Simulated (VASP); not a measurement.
Write the native input for VASP 6.6.1 that does the following.

```
Task                   : single point
Functional             : PBEsol
Potentials or basis    : VASP PAW PBE potentials, release 64 (Ti_sv, Rh_pv)
Cutoff                 : 520 eV
k mesh                 : 11 × 11 × 10
Occupations            : fermi-dirac, width 0.05 eV
Spin                   : no spin polarisation
Dipole correction      : no
Further INCAR settings : ALGO = Normal; EDIFF = 1e-06; NBANDS = 20
```

The structure of TiRh lies in POSCAR:

```
TiRh
1.0
    3.0273202986      0.0000000000      0.0000000000
    0.0000000000      3.0273202986      0.0000000000
    0.0000000000      0.0000000000      3.3940840028
Ti Rh
1 1
Direct
    0.5000000000      0.5000000000      0.5000000000
    0.0000000000      0.0000000000      0.0000000000
```

This cell differs from its parent crystal: volume scaled by 1.04.

One way to write it, as run:

INCAR

```
SYSTEM = TiRh
PREC = Accurate
ENCUT = 520
EDIFF = 1E-6
ISMEAR = -1
SIGMA = 0.05
LREAL = .False.
LASPH = .True.
NELM = 60
ALGO = Normal
ISIF = 2
LWAVE = .False.
LCHARG = .False.
GGA = PS
NBANDS = 20
```

KPOINTS

```
regular mesh
0
Gamma
  11 11 10
  0 0 0
```

Potentials or basis: VASP PAW PBE potentials, release 64 (Ti_sv, Rh_pv).

Run with:

```bash
$ cat potpaw_PBE.64/Ti_sv/POTCAR potpaw_PBE.64/Rh_pv/POTCAR > POTCAR
$ mpirun -np 1 vasp_std > vasp.out
```

Results of the run:

The pressure is -13.2 GPa.

Caveat: the PAW data sets were made with another functional, which shifts forces and pressure a little.

Wall time 23 s on 1 thread of Intel(R) Xeon(R) 6975P-C (Granite Rapids) (shared host), peak memory 0.2 GiB.
